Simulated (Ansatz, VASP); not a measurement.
Two plane-wave programs on SnTe

```
CELL_PARAMETERS angstrom
0.00000 3.19034 3.19034
3.19034 0.00000 3.19034
3.19034 3.19034 0.00000
ATOMIC_POSITIONS crystal
Sn 0.50000 0.50000 0.50000
Te 0.00000 0.00000 0.00000
```

Alike in both runs: task single point; functional r2SCAN; k mesh 6 × 6 × 6; occupations gaussian, width 0.05 eV; no spin polarisation.

|  | VASP | Ansatz |
| --- | --- | --- |
| version | VASP 6.6.1 | Ansatz 0.2.0 |
| potentials or method | VASP PAW PBE potentials, release 64 (Sn_d, Te), cutoff 520 eV | scalar-relativistic, plane waves, PAW |
| valence electrons in the cell | 20 | 30 |

VASP gave:

```
gap on the k mesh at the Fermi level (eV) : 0.15
least direct gap on the mesh (eV)         : 0.15
pressure (GPa)                            : -0.1
```

**Question.** Which values does Ansatz return?

**Answer.** gap on the k mesh at the Fermi level (eV): 0.15; least direct gap on the mesh (eV): 0.15; pressure (GPa): 0.0.

VASP's potentials were made for PBE, not for r2SCAN. VASP's potentials hold 20 valence electrons a cell and Ansatz's 30, so a difference there can come from the potentials and not from the codes.

Spin-orbit coupling is off throughout.
